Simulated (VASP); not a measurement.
# RbCl (Fm-3m) in VASP: notebook

The runs below take RbCl through single point, with PBE.

All numbers are computed with VASP 6.6.1; they aren't measurements. Logs are shortened: lines on timing, memory, paths and dates and some standing lists are left out, and cuts for length are marked.

## Step 1: The cell of the first run

Symmetry: Fm-3m, No. 225, cubic system. Conventional cell: a = 6.024 Å, b = 6.024 Å, c = 6.024 Å, α = 90.00°, β = 90.00°, γ = 90.00°. Within 4.0 Å of Rb (site symmetry m-3m) lie 6 Cl at 3.01 Å. Cl (site symmetry m-3m) has 6 Rb at 3.01 Å within 4.0 Å.

## Step 2: Single point, PBE (strain -0.080 along x and y, -0.080 along z)

INCAR reads:

```
SYSTEM = RbCl
PREC = Accurate
ENCUT = 500
EDIFF = 1E-6
ISMEAR = 0
SIGMA = 0.05
LREAL = .FALSE.
LASPH = .TRUE.
NELM = 120
ALGO = Normal
ISIF = 2
LWAVE = .FALSE.
LCHARG = .FALSE.
GGA = PE
NBANDS = 15
GGA_COMPAT = .FALSE.
```

KPOINTS reads:

```
Automatic mesh
0
G
  6 6 6
  0 0 0
```

POSCAR reads:

```
RbCl
1.0
    0.0000000000      3.0120800000      3.0120800000
    3.0120800000      0.0000000000      3.0120800000
    3.0120800000      3.0120800000      0.0000000000
Rb Cl
1 1
Direct
    0.0000000000      0.0000000000      0.0000000000
    0.5000000000      0.5000000000      0.5000000000
```

Potentials or basis: VASP PAW PBE potentials, release 64 (Rb_sv, Cl).

On the command line:

```console
$ cat potpaw_PBE.64/Rb_sv/POTCAR potpaw_PBE.64/Cl/POTCAR > POTCAR
$ mpirun -np 1 vasp_std > vasp.out
```

OUTCAR:

```text
SYSTEM = RbCl
   PREC = Accurate
   ENCUT = 500
   EDIFF = 1E-6
   ISMEAR = 0
   LREAL = .FALSE.
   LASPH = .TRUE.
   NELM = 120
   ISIF = 2
   GGA = PE

 ion  position               nearest neighbor table
   1  0.000  0.000  0.000-   2 3.01   2 3.01   2 3.01   2 3.01   2 3.01   2 3.01
   2  0.500  0.500  0.500-   1 3.01   1 3.01   1 3.01   1 3.01   1 3.01   1 3.01

  LATTYP: Found a face centered cubic cell.
 ALAT       =     6.0241600000

  Lattice vectors:

 A1 = (   0.0000000000,   3.0120800000,   3.0120800000)
 A2 = (   3.0120800000,   0.0000000000,   3.0120800000)
 A3 = (   3.0120800000,   3.0120800000,   0.0000000000)

Analysis of symmetry for initial positions (statically):
=====================================================================
 Subroutine PRICEL returns:
 Original cell was already a primitive cell.

 Routine SETGRP: Setting up the symmetry group for a
 face centered cubic supercell.

 Subroutine GETGRP returns: Found 48 space group operations
 (whereof 48 operations were pure point group operations)
 out of a pool of 48 trial point group operations.

The static configuration has the point symmetry O_h .

Analysis of symmetry for dynamics (positions and initial velocities):
=====================================================================
 Subroutine PRICEL returns:
 Original cell was already a primitive cell.

 Routine SETGRP: Setting up the symmetry group for a
 face centered cubic supercell.

 Subroutine GETGRP returns: Found 48 space group operations
 (whereof 48 operations were pure point group operations)
 out of a pool of 48 trial point group operations.

The dynamic configuration has the point symmetry O_h .

 Subroutine INISYM returns: Found 48 space group operations
 (whereof 48 operations are pure point group operations),
 and found     1 'primitive' translations

----------------------------------------------------------------------------------------

                                     Primitive cell

  volume of cell :      54.6550

  direct lattice vectors                    reciprocal lattice vectors
     0.000000000  3.012080000  3.012080000    -0.165998247  0.165998247  0.165998247
     3.012080000  0.000000000  3.012080000     0.165998247 -0.165998247  0.165998247
     3.012080000  3.012080000  0.000000000     0.165998247  0.165998247 -0.165998247

  length of vectors
     4.259724387  4.259724387  4.259724387     0.287517398  0.287517398  0.287517398

  position of ions in fractional coordinates (direct lattice)
     0.000000000  0.000000000  0.000000000
     0.500000000  0.500000000  0.500000000

  ion indices of the primitive-cell ions
   primitive index   ion index
                 1           1
                 2           2

[... 76 lines left out ...]
   EFERMI =   0.00;   METHOD = LEGACY
   ISMEAR =     0;   SIGMA  =   0.05  broadening in eV -4-tet -1-fermi 0-gaus
   EFERMI_NEDOS =   21; number of points for ismear=-14 and -15
   IALGO  =     38    algorithm
   IMIX   =      4    mixing-type and parameters
     AMIX     =   0.40;   BMIX     =  1.00
     AMIX_MAG =   1.60;   BMIX_MAG =  1.00
  volume/ion in A,a.u.               =      27.33       184.41
  Fermi-wavevector in a.u.,A,eV,Ry     =   1.087022  2.054174 16.076872  1.181617
  Thomas-Fermi vector in A             =   2.223172
   LORBIT       =      0    0 simple, 1 ext, 2 COOP (PROOUT), +10 PAW based schemes
   GGA     = PE    functional components
   LHFCALC =     F    Hartree Fock is set to
   AEXX    =    0.0000 exact exchange contribution
   IVDW    =     0    specifies the selected vdW correction
   LEPSILON=     F    determine dielectric tensor
   LRPA    =     F    only Hartree local field effects (RPA)
 non-spin polarized calculation
 Gauss-broadening in eV      SIGMA  =   0.05
  energy-cutoff  :      500.00
  volume of cell :       54.65
 maximum number of plane-waves:      1411
   NGX = 15   NGY = 15   NGZ = 15

 number of electron      15.9999998 magnetization

 Free energy of the ion-electron system (eV)
  ---------------------------------------------------
  ext. energy  EPLUGINS =         0.00000000
  ---------------------------------------------------
  free energy    TOTEN  =        -6.20085312 eV

  energy without entropy =       -6.20085312  energy(sigma->0) =       -6.20085312

 E-fermi :  -0.3565     XC(G=0):  -8.4861

 val. band max:       -0.6360445163   @ k =   0.0000   0.0000   0.0000
 cond. band min:       5.1919600990   @ k =   0.5000   0.5000   0.0000
 fundamental gap:      5.8280046153
 Fermi energy:        -0.3565088402

 k-point     1 :       0.0000    0.0000    0.0000
  band No.  band energies     occupation
      1     -24.0621      2.00000
      2     -12.9389      2.00000
      3      -8.0928      2.00000
      4      -8.0928      2.00000
      5      -8.0928      2.00000
      6      -0.6360      2.00000
      7      -0.6360      2.00000
      8      -0.6360      2.00000
      9       5.3392      0.00000
     10       7.3730      0.00000
     11       7.3730      0.00000
     12       7.3730      0.00000
     13       8.5527      0.00000
     14       8.5527      0.00000
[... 257 lines left out ...]
      2     -12.9578      2.00000
      3      -8.6632      2.00000
      4      -8.4600      2.00000
      5      -8.1022      2.00000
      6      -1.2212      2.00000
      7      -0.8081      2.00000
      8      -0.7452      2.00000
      9       6.1881      0.00000
     10       8.6137      0.00000
     11       9.5011      0.00000
     12      10.4249      0.00000
     13      11.3247      0.00000
     14      12.3786      0.00000
     15      13.3776      0.00000

------------------------ aborting loop because EDIFF is reached ----------------------------------------

  FORCE on cell =-STRESS in cart. coord.  units (eV):
  Direction    XX          YY          ZZ          XY          YZ          ZX
  --------------------------------------------------------------------------------------
  -------------------------------------------------------------------------------------
  Total        3.4421534      3.4421534      3.4421534      0.0000000      0.0000000      0.0000000
  in kB      100.9046779    100.9046779    100.9046779      0.0000000      0.0000000      0.0000000
  external PRESSURE =     100.9046779 kB  Pullay stress =       0.0000000 kB

 VOLUME and BASIS-vectors are now :
 -----------------------------------------------------------------------------
  energy-cutoff  :      500.00
  volume of cell :       54.65
      direct lattice vectors                 reciprocal lattice vectors
     0.000000000  3.012080000  3.012080000    -0.165998247  0.165998247  0.165998247
     3.012080000  0.000000000  3.012080000     0.165998247 -0.165998247  0.165998247
     3.012080000  3.012080000  0.000000000     0.165998247  0.165998247 -0.165998247

 POSITION                                       TOTAL-FORCE (eV/Angst)
 -----------------------------------------------------------------------------------
      0.00000      0.00000      0.00000         0.000000      0.000000      0.000000
      3.01208      3.01208      3.01208        -0.000000     -0.000000     -0.000000
 -----------------------------------------------------------------------------------
    total drift:                                0.000000     -0.000000     -0.000000

  FREE ENERGIE OF THE ION-ELECTRON SYSTEM (eV)
  ---------------------------------------------------
  free  energy   TOTEN  =        -6.2008531211 eV

  energy  without entropy=       -6.2008531211  energy(sigma->0) =       -6.20085312
```

OSZICAR:

```text
N       E                     dE             d eps       ncg     rms          rms(c)
DAV:   1     0.773949466123E+02    0.77395E+02   -0.71945E+03   480   0.933E+02
DAV:   2    -0.222939632395E+01   -0.79624E+02   -0.73654E+02   682   0.173E+02
DAV:   3    -0.641144569611E+01   -0.41820E+01   -0.41658E+01   628   0.406E+01
DAV:   4    -0.652089628470E+01   -0.10945E+00   -0.10944E+00   703   0.617E+00
DAV:   5    -0.652156553280E+01   -0.66925E-03   -0.66924E-03   656   0.505E-01    0.553E+00
DAV:   6    -0.620501875055E+01    0.31655E+00   -0.43343E-01   613   0.381E+00    0.422E+00
DAV:   7    -0.618942220598E+01    0.15597E-01   -0.13302E-01   648   0.216E+00    0.205E+00
DAV:   8    -0.619949853145E+01   -0.10076E-01   -0.12872E-02   510   0.759E-01    0.127E-01
DAV:   9    -0.620035540003E+01   -0.85687E-03   -0.91967E-04   592   0.196E-01    0.843E-02
DAV:  10    -0.620080350845E+01   -0.44811E-03   -0.41926E-04   515   0.125E-01    0.210E-02
DAV:  11    -0.620084805131E+01   -0.44543E-04   -0.36287E-05   579   0.417E-02    0.718E-03
DAV:  12    -0.620085295628E+01   -0.49050E-05   -0.70353E-06   543   0.193E-02    0.133E-03
DAV:  13    -0.620085312106E+01   -0.16479E-06   -0.15516E-07   520   0.277E-03
   1 F= -.62008531E+01 E0= -.62008531E+01  d E =-.104722E-16
```

stdout:

```text
POSCAR found type information on POSCAR RbCl
 POSCAR found :  2 types and       2 ions
 scaLAPACK will be used
 LDA part: xc-table for (Slater+PW92), standard interpolation
 POSCAR, INCAR and KPOINTS ok, starting setup
 FFT: planning ... GRIDC
 FFT: planning ... GRID_SOFT
 FFT: planning ... GRID
 WAVECAR not read
 entering main loop
```

Wall time 15 s (1 thread of AMD EPYC 7R43 (Zen 3), shared host); peak memory 0.14 GiB.

Results:

| Property | Result |
| --- | --- |
| Free energy | -6.2009 eV |
| Pressure | 10.1 GPa |
| Band gap on the k mesh | 5.83 eV (least direct gap 5.86 eV) |

Levels at points of the mesh, in eV from the valence-band top:
```tsv
k point	band 4	band 5	band 6	band 7	band 8	band 9	band 10	band 11	band 12	band 13
(0.00, 0.00, 0.00)	-7.46	-7.46	0.00	0.00	0.00	5.98	8.01	8.01	8.01	9.19
(0.50, 0.00, 0.00)	-7.47	-7.29	-1.35	-0.66	-0.66	8.62	8.91	11.08	11.08	12.26
(0.50, 0.50, 0.00)	-7.72	-7.72	-0.17	-0.03	-0.03	5.83	9.39	10.57	11.29	11.63
```

Caveat: the cell differs from its parent crystal (strain -0.080 along x and y, -0.080 along z); the cell stands under pressure. A k mesh can miss the band edges.

(Part 1 of 2 ends here.)
